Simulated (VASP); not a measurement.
## CaO: single point with PBE

CaO:

```
CELL_PARAMETERS angstrom
-1.66763 1.66763 8.51349
1.66763 -1.66763 8.51349
1.66763 1.66763 -8.51349
ATOMIC_POSITIONS crystal
Ca 0.67960 0.67960 0.00000
Ca 0.32040 0.32040 0.00000
O 0.81819 0.81819 0.00000
O 0.18181 0.18181 0.00000
```

* Program: VASP 6.6.1
* Task: single point
* Functional: PBE
* Potentials or basis: VASP PAW PBE potentials, release 64 (Ca_sv, O)
* Cutoff: 520 eV
* k mesh: 11 × 11 × 11
* Occupations: fermi-dirac, width 0.05 eV
* Spin: no spin polarisation

```
Pressure               : -0.2 GPa
Largest force          : 0.021 eV/Å
Band gap on the k mesh : 2.07 eV
```

Forces in eV/Å, atoms in the order of the input:
```
Ca   0.000  0.000  0.015
Ca   0.000  0.000 -0.015
O    0.000  0.000  0.021
O    0.000  0.000 -0.021
```

Stress tensor (GPa, compression positive):
```
-0.22  0.00  0.00
 0.00 -0.22  0.00
 0.00  0.00 -0.06
```

Levels at points of the mesh, in eV from the valence-band top:
```
           k point  band 13  band 14  band 15  band 16  band 17  band 18  band 19  band 20
(0.00, 0.00, 0.00)    -0.25    -0.25     0.00     0.00     2.07     4.00     5.16     5.25
```

Run time: 17 min on 1 thread of Intel(R) Xeon(R) 6975P-C (Granite Rapids), on a shared host, peak memory 0.82 GiB.

A k mesh can miss the band edges.
